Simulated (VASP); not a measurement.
# MgZn3Te4 (P-4m2) in VASP: single point with PBE

Aim: the single point of MgZn3Te4 with PBE.

Everything below comes from runs of VASP 6.6.1. Logs are shortened: lines on timing, memory, paths and dates and some standing lists are left out, and cuts for length are marked.

## (1) The cell of the first run

It takes space group P-4m2 (No. 115, tetragonal). Conventional cell: a = 4.423 Å, b = 4.423 Å, c = 12.564 Å, α = 90.00°, β = 90.00°, γ = 90.00°. Within 3.7 Å of Mg (site symmetry -4m2) lie 4 Te at 2.80 Å. Within 3.5 Å of Zn (site symmetry 2mm) lie 4 Te at 2.69 Å. Within 3.5 Å of Zn (site symmetry -4m2) lie 4 Te at 2.68 Å. Te (site symmetry 2mm) has 4 Zn at 2.68 to 2.69 Å within 3.5 Å. Te (site symmetry 2mm) has 2 Zn at 2.69 Å and 2 Mg at 2.80 Å within 3.5 Å.

## (2) Single point, PBE

INCAR

```
  PREC = Accurate
  ENCUT = 520
  EDIFF = 1E-6
  ISMEAR = 0
  SIGMA = 0.02
  LREAL = False
  LASPH = True
  NELM = 100
  ALGO = Normal
  ISIF = 2
  LWAVE = False
  LCHARG = False
  GGA = PE
  NBANDS = 41
```

KPOINTS

```
Automatic mesh
0
Gamma
  6 6 4
```

POSCAR

```
MgZn3Te4
1.0
    4.4234756135      0.0000000000      0.0000000000
    0.0000000000      4.4234756135      0.0000000000
    0.0000000000      0.0000000000     12.5638094949
Mg Zn Te
1 3 4
Direct
    0.5000000000      0.5000000000      0.0000000000
    0.0000000000      0.0000000000      0.7424228308
    0.5000000000      0.5000000000      0.5000000000
    0.0000000000      0.0000000000      0.2575771692
    0.5000000000      0.0000000000      0.3788799561
    0.0000000000      0.5000000000      0.1361598239
    0.5000000000      0.0000000000      0.8638401761
    0.0000000000      0.5000000000      0.6211200439
```

Potentials or basis: VASP PAW PBE potentials, release 64 (Mg, Zn, Te).

The run is started by

```sh
> cat potpaw_PBE.64/Mg/POTCAR potpaw_PBE.64/Zn/POTCAR potpaw_PBE.64/Te/POTCAR > POTCAR
> mpirun -np 1 vasp_std > vasp.out
```

OUTCAR:

```text
PREC = Accurate
   ENCUT = 520
   EDIFF = 1E-6
   ISMEAR = 0
   LREAL = False
   LASPH = True
   NELM = 100
   ISIF = 2
   GGA = PE

 ion  position               nearest neighbor table
   1  0.500  0.500  0.000-   6 2.80   7 2.80   7 2.80   6 2.80
   2  0.000  0.000  0.742-   8 2.69   8 2.69   7 2.69   7 2.69
   3  0.500  0.500  0.500-   5 2.68   8 2.68   5 2.68   8 2.68
   4  0.000  0.000  0.258-   5 2.69   5 2.69   6 2.69   6 2.69
   5  0.500  0.000  0.379-   3 2.68   3 2.68   4 2.69   4 2.69
   6  0.000  0.500  0.136-   4 2.69   4 2.69   1 2.80   1 2.80
   7  0.500  0.000  0.864-   2 2.69   2 2.69   1 2.80   1 2.80
   8  0.000  0.500  0.621-   3 2.68   3 2.68   2 2.69   2 2.69

  LATTYP: Found a simple tetragonal cell.
 ALAT       =     4.4234756135
 C/A-ratio  =     2.8402574339

  Lattice vectors:

 A1 = (   4.4234756135,   0.0000000000,   0.0000000000)
 A2 = (   0.0000000000,   4.4234756135,   0.0000000000)
 A3 = (   0.0000000000,   0.0000000000,  12.5638094949)

Analysis of symmetry for initial positions (statically):
=====================================================================
 Subroutine PRICEL returns:
 Original cell was already a primitive cell.

 Routine SETGRP: Setting up the symmetry group for a
 simple tetragonal supercell.

 Subroutine GETGRP returns: Found  8 space group operations
 (whereof  8 operations were pure point group operations)
 out of a pool of 16 trial point group operations.

The static configuration has the point symmetry D_2d.

Analysis of symmetry for dynamics (positions and initial velocities):
=====================================================================
 Subroutine PRICEL returns:
 Original cell was already a primitive cell.

 Routine SETGRP: Setting up the symmetry group for a
 simple tetragonal supercell.

 Subroutine GETGRP returns: Found  8 space group operations
 (whereof  8 operations were pure point group operations)
 out of a pool of 16 trial point group operations.

The dynamic configuration has the point symmetry D_2d.

 Subroutine INISYM returns: Found  8 space group operations
 (whereof  8 operations are pure point group operations),
 and found     1 'primitive' translations

----------------------------------------------------------------------------------------

                                     Primitive cell

  volume of cell :     245.8378

  direct lattice vectors                    reciprocal lattice vectors
     4.423475613  0.000000000  0.000000000     0.226066579  0.000000000  0.000000000
     0.000000000  4.423475613  0.000000000     0.000000000  0.226066579  0.000000000
     0.000000000  0.000000000 12.563809495     0.000000000  0.000000000  0.079593693

  length of vectors
     4.423475613  4.423475613 12.563809495     0.226066579  0.226066579  0.079593693

  position of ions in fractional coordinates (direct lattice)
     0.500000000  0.500000000  0.000000000
     0.000000000  0.000000000  0.742422831
     0.500000000  0.500000000  0.500000000
     0.000000000  0.000000000  0.257577169
     0.500000000  0.000000000  0.378879956
     0.000000000  0.500000000  0.136159824
     0.500000000  0.000000000  0.863840176
     0.000000000  0.500000000  0.621120044

  ion indices of the primitive-cell ions
   primitive index   ion index
                 1           1
                 2           2
                 3           3
                 4           4
                 5           5
                 6           6
                 7           7
                 8           8

----------------------------------------------------------------------------------------

 KPOINTS: Automatic mesh

Automatic generation of k-mesh.
 Grid dimensions read from file:
 generate k-points for:    6    6    4

 Generating k-lattice:

  Cartesian coordinates                     Fractional coordinates (reciprocal lattice)
     0.037677763  0.000000000  0.000000000     0.166666667  0.000000000  0.000000000
     0.000000000  0.037677763  0.000000000     0.000000000  0.166666667  0.000000000
     0.000000000  0.000000000  0.019898423     0.000000000  0.000000000  0.250000000

  Length of vectors
     0.037677763  0.037677763  0.019898423

  Shift w.r.t. Gamma in fractional coordinates (k-lattice)
     0.000000000  0.000000000  0.000000000

 Subroutine IBZKPT returns following result:
 ===========================================

 Found     30 irreducible k-points:

 Following reciprocal coordinates:
            Coordinates               Weight
  0.000000  0.000000  0.000000      1.000000
  0.166667  0.000000  0.000000      4.000000
  0.333333  0.000000  0.000000      4.000000
  0.500000  0.000000  0.000000      2.000000
  0.166667  0.166667  0.000000      4.000000
  0.333333  0.166667  0.000000      8.000000
[... 16 lines left out ...]
  0.333333  0.000000  0.500000      4.000000
  0.500000  0.000000  0.500000      2.000000
 [... further k-points ...]
   k-points           NKPTS =     30   k-points in BZ     NKDIM =     30   number of bands    NBANDS=     41
   number of dos      NEDOS =    301   number of ions     NIONS =      8
   total plane-waves  NPLWV = 124416
   dimension x,y,z NGX =    36 NGY =   36 NGZ =   96
   dimension x,y,z NGXF=    72 NGYF=   72 NGZF=  192
   ions per type =               1   3   4
   NGX,Y,Z   is equivalent  to a cutoff of  13.53, 13.53, 12.70 a.u.
   NGXF,Y,Z  is equivalent  to a cutoff of  27.06, 27.06, 25.41 a.u.
 SYSTEM =  unknown system
   PREC   = accura    normal or accurate (medium, high low for compatibility)
   ISTART =      0    job   : 0-new  1-cont  2-samecut
   ICHARG =      2    charge: 1-file 2-atom 10-const
   ISPIN  =      1    spin polarized calculation?
   LNONCOLLINEAR =      F non collinear calculations
   LSORBIT =      F    spin-orbit coupling
   LASPH  =      T    aspherical Exc in radial PAW
   ENCUT  =  520.0 eV  38.22 Ry    6.18 a.u.   8.22  8.22 23.36*2*pi/ulx,y,z
   NELM   =    100;   NELMIN=  2; NELMDL= -5     # of ELM steps
   EDIFF  = 0.1E-05   stopping-criterion for ELM
   LREAL  =      F    real-space projection
   EDIFFG = 0.1E-04   stopping-criterion for IOM
   NSW    =      0    number of steps for IOM
   IBRION =     -1    ionic relax: 0-MD 1-quasi-New 2-CG
   NFREE  =      0    steps in history (QN), initial steepest desc. (CG)
   ISIF   =      2    stress and relaxation
   ISYM   =      2    0-nonsym 1-usesym 2-fastsym
   POTIM  = 0.5000    time-step for ionic-motion
   TEBEG  =    0.0;   TEEND  =   0.0 temperature during run
   PSTRESS=    0.0 pullay stress
   NELECT =      62.0000    total number of electrons
   NUPDOWN=      -1.0000    fix difference up-down
   EMIN   =  10.00;   EMAX   =-10.00  energy-range for DOS
   EFERMI =   0.00;   METHOD = LEGACY
   ISMEAR =     0;   SIGMA  =   0.02  broadening in eV -4-tet -1-fermi 0-gaus
   EFERMI_NEDOS =   21; number of points for ismear=-14 and -15
   IALGO  =     38    algorithm
   IMIX   =      4    mixing-type and parameters
     AMIX     =   0.40;   BMIX     =  1.00
     AMIX_MAG =   1.60;   BMIX_MAG =  1.00
  volume/ion in A,a.u.               =      30.73       207.37
  Fermi-wavevector in a.u.,A,eV,Ry     =   1.034322  1.954586 14.555818  1.069822
  Thomas-Fermi vector in A             =   2.168612
   LORBIT       =      0    0 simple, 1 ext, 2 COOP (PROOUT), +10 PAW based schemes
   GGA     = PE    functional components
   LHFCALC =     F    Hartree Fock is set to
   AEXX    =    0.0000 exact exchange contribution
   IVDW    =     0    specifies the selected vdW correction
   LEPSILON=     F    determine dielectric tensor
   LRPA    =     F    only Hartree local field effects (RPA)
 non-spin polarized calculation
 Gauss-broadening in eV      SIGMA  =   0.02
  energy-cutoff  :      520.00
  volume of cell :      245.84
 maximum number of plane-waves:      6660
 NGX is ok and might be reduce to    36
   NGX = 17   NGY = 17   NGZ = 47

 number of electron      61.9999991 magnetization

 Free energy of the ion-electron system (eV)
  ---------------------------------------------------
  ext. energy  EPLUGINS =         0.00000000
  ---------------------------------------------------
  free energy    TOTEN  =       -21.88761248 eV

  energy without entropy =      -21.88761248  energy(sigma->0) =      -21.88761248

 E-fermi :   2.6292     XC(G=0):  -8.4993

 val. band max:        2.5466435818   @ k =   0.0000   0.0000   0.0000
 cond. band min:       3.8287381265   @ k =   0.0000   0.0000   0.0000
 fundamental gap:      1.2820945446
 Fermi energy:         2.6291727627

 k-point     1 :       0.0000    0.0000    0.0000
  band No.  band energies     occupation
      1      -8.6848      2.00000
      2      -8.2521      2.00000
      3      -8.0719      2.00000
      4      -7.6302      2.00000
      5      -4.0445      2.00000
      6      -4.0445      2.00000
[... 33 lines left out ...]
     40       7.2379      0.00000
     41       7.2405      0.00000

 k-point     2 :       0.1667    0.0000    0.0000
  band No.  band energies     occupation
      1      -8.5767      2.00000
      2      -8.1801      2.00000
      3      -8.0102      2.00000
      4      -7.6300      2.00000
      5      -4.0386      2.00000
      6      -4.0354      2.00000
[... 33 lines left out ...]
     40       7.3806      0.00000
     41       7.7553      0.00000

 k-point     3 :       0.3333    0.0000    0.0000
  band No.  band energies     occupation
      1      -8.3001      2.00000
      2      -8.0295      2.00000
      3      -7.8807      2.00000
      4      -7.6754      2.00000
      5      -4.0235      2.00000
      6      -4.0128      2.00000
[... 33 lines left out ...]
     40       7.9585      0.00000
     41       8.1760      0.00000

 k-point     4 :       0.5000    0.0000    0.0000
  band No.  band energies     occupation
      1      -8.0221      2.00000
      2      -8.0220      2.00000
      3      -7.8148      2.00000
      4      -7.7561      2.00000
      5      -4.0109      2.00000
      6      -4.0040      2.00000
[... 825 lines left out ...]
     40       7.6819      0.00000
     41       7.8483      0.00000

 k-point    23 :       0.3333    0.0000    0.5000
  band No.  band energies     occupation
      1      -8.2814      2.00000
      2      -8.0942      2.00000
      3      -7.7941      2.00000
      4      -7.7158      2.00000
      5      -4.0238      2.00000
      6      -4.0125      2.00000
[... 33 lines left out ...]
     40       7.8762      0.00000
     41       7.9469      0.00000

 k-point    24 :       0.5000    0.0000    0.5000
  band No.  band energies     occupation
      1      -8.0218      2.00000
      2      -8.0217      2.00000
      3      -7.8153      2.00000
      4      -7.7564      2.00000
      5      -4.0106      2.00000
      6      -4.0040      2.00000
[... 33 lines left out ...]
     40       7.9133      0.00000
     41       7.9984      0.00000

 [... further k-points ...]
[... 5 lines left out ...]
  --------------------------------------------------------------------------------------
  -------------------------------------------------------------------------------------
  Total        0.0029355      0.0029355      0.0689420      0.0000000      0.0000000      0.0000000
  in kB        0.0191311      0.0191311      0.4493095      0.0000000      0.0000000      0.0000000
  external PRESSURE =       0.1625239 kB  Pullay stress =       0.0000000 kB

 VOLUME and BASIS-vectors are now :
 -----------------------------------------------------------------------------
  energy-cutoff  :      520.00
  volume of cell :      245.84
      direct lattice vectors                 reciprocal lattice vectors
     4.423475613  0.000000000  0.000000000     0.226066579  0.000000000  0.000000000
     0.000000000  4.423475613  0.000000000     0.000000000  0.226066579  0.000000000
     0.000000000  0.000000000 12.563809495     0.000000000  0.000000000  0.079593693

 POSITION                                       TOTAL-FORCE (eV/Angst)
 -----------------------------------------------------------------------------------
      2.21174      2.21174      0.00000         0.000000      0.000000      0.000000
      0.00000      0.00000      9.32766         0.000000      0.000000      0.002815
      2.21174      2.21174      6.28190        -0.000000      0.000000      0.000000
      0.00000      0.00000      3.23615         0.000000      0.000000     -0.002815
      2.21174      0.00000      4.76018         0.000000     -0.000000     -0.005599
      0.00000      2.21174      1.71069         0.000000      0.000000     -0.012202
      2.21174      0.00000     10.85312         0.000000      0.000000      0.012202
      0.00000      2.21174      7.80363         0.000000      0.000000      0.005599
 -----------------------------------------------------------------------------------
    total drift:                                0.000000     -0.000000      0.000000

  FREE ENERGIE OF THE ION-ELECTRON SYSTEM (eV)
  ---------------------------------------------------
  free  energy   TOTEN  =       -21.8876124839 eV

  energy  without entropy=      -21.8876124839  energy(sigma->0) =      -21.88761248
```

It took 12 min on 1 thread of AMD EPYC 7R13, shared host; peak memory 0.48 GiB.

Results:

```yaml
Free_energy: -21.8876 eV
Pressure: 0.0 GPa
Largest_force: 0.012 eV/Å
Band_gap_on_the_k_mesh: 1.28 eV
```

Forces on the atoms (eV/Å):
```
Mg   0.000  0.000  0.000
Zn   0.000  0.000  0.003
Zn   0.000  0.000  0.000
Zn   0.000  0.000 -0.003
Te   0.000  0.000 -0.006
Te   0.000  0.000 -0.012
Te   0.000  0.000  0.012
Te   0.000  0.000  0.006
```

Levels at points of the mesh, in eV from the valence-band top:
```csv
k point,band 29,band 30,band 31,band 32,band 33,band 34
"(0.00, 0.00, 0.00)",-0.01,0.00,0.00,1.28,2.42,2.55
"(0.50, 0.00, 0.00)",-0.75,-0.71,-0.65,1.78,2.22,3.13
"(0.50, 0.50, 0.00)",-1.82,-1.82,-1.75,2.37,2.57,2.57
"(0.00, 0.00, 0.50)",-0.50,-0.23,-0.23,2.30,2.34,2.38
"(0.50, 0.00, 0.50)",-0.78,-0.77,-0.66,2.48,2.56,2.60
"(0.50, 0.50, 0.50)",-2.06,-1.95,-1.95,3.10,3.16,3.16
```

Caveat: spin-orbit coupling is left out, which moves the levels of the heavy elements.
